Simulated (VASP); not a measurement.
Write the native input for VASP 6.6.1 that does the following.

```
Task                   : single point
Functional             : PBE
Potentials or basis    : VASP PAW PBE potentials, release 64 (Si, C, H)
Cutoff                 : 520 eV
k mesh                 : 9 × 6 × 1
Occupations            : gaussian, width 0.05 eV
Spin                   : collinear spin
Starting moments       : [0.0, 0.0, 0.0, 0.0, 0.0, 0.0, 0.0, 0.0, 1.0] μB
Dipole correction      : yes
Further INCAR settings : ALGO = Normal; EDIFF = 1e-06; NBANDS = 30; NELMDL = -8
```

The structure of Si4HC4 lies in POSCAR:

```
Si4HC4
1.0
    3.0967389835      0.0000000000      0.0000000000
    0.0000000000      4.3794502696      0.0000000000
    0.0000000000      0.0000000000     20.1332068295
Si C H
4 4 1
Direct
    0.5000000000      0.5000000000      0.1986767450
    0.0000000000      0.0000000000      0.2755829977
    0.5000000000      0.4971400051      0.3554907352
    0.0000000000      0.9498903695      0.4168952500
    0.0000000000      0.2500000000      0.1986767450
    0.5000000000      0.7500000000      0.2755829977
    0.0000000000      0.2559423864      0.3541649037
    0.5000000000      0.7547379437      0.4288043580
    0.6666666667      0.7547379437      0.4800272061
```

The input as run:

INCAR

```
PREC     = Accurate       # precision mode
ENCUT    = 520            # plane-wave cutoff, eV
EDIFF    = 1E-6           # SCF threshold, eV
ISMEAR   = 0              # smearing method
SIGMA    = 0.05           # smearing width, eV
LREAL    = F              # projectors in reciprocal space
LASPH    = T              # aspherical terms in the spheres
NELM     = 200            # most SCF steps
ALGO     = Normal         # electronic algorithm
ISIF     = 2              # what is computed and relaxed
LWAVE    = F              # write WAVECAR
LCHARG   = T              # write CHGCAR
ISPIN    = 2              # spin polarisation
MAGMOM   = 0 0 0 0 0 0 0 0 1 # initial moments
LORBIT   = 11             # projections on sites
LDIPOL   = T            
IDIPOL   = 3            
DIPOL    = 0.5 0.5 0.332
GGA      = PE             # functional
LELF     = T              # ELF
LVHAR    = T            
LVACPOTAV= T            
NBANDS   = 30             # bands
GGA_COMPAT= F            
NELMDL   = -8
```

KPOINTS

```
regular mesh
0
Gamma
  9 6 1
```

Potentials or basis: VASP PAW PBE potentials, release 64 (Si, C, H).

Run with:

```console
$ cat potpaw_PBE.64/Si/POTCAR potpaw_PBE.64/C/POTCAR potpaw_PBE.64/H/POTCAR > POTCAR
$ mpirun -np 1 vasp_std > vasp.out
```

Results of the run:

```
Largest force                                         : 2.919 eV/Å
Net moment                                            : 0.40 μB per cell
Site moments                                          : Si +0.11, +0.01, +0.04 (each value once); C -0.03, +0.01, +0.00 (each value once); H +0.00 μB
Valence electrons inside the program's atomic spheres : Si 1.60, 1.63, 1.65, 1.75; C 2.38, 2.49, 2.54, 2.60; H 0.62
```

Caveat: a moment this small can come from the mesh or the smearing.

It took 21 min on 1 thread of Oxide Virtual Turin-like Processor (shared host), peak memory 0.62 GiB.
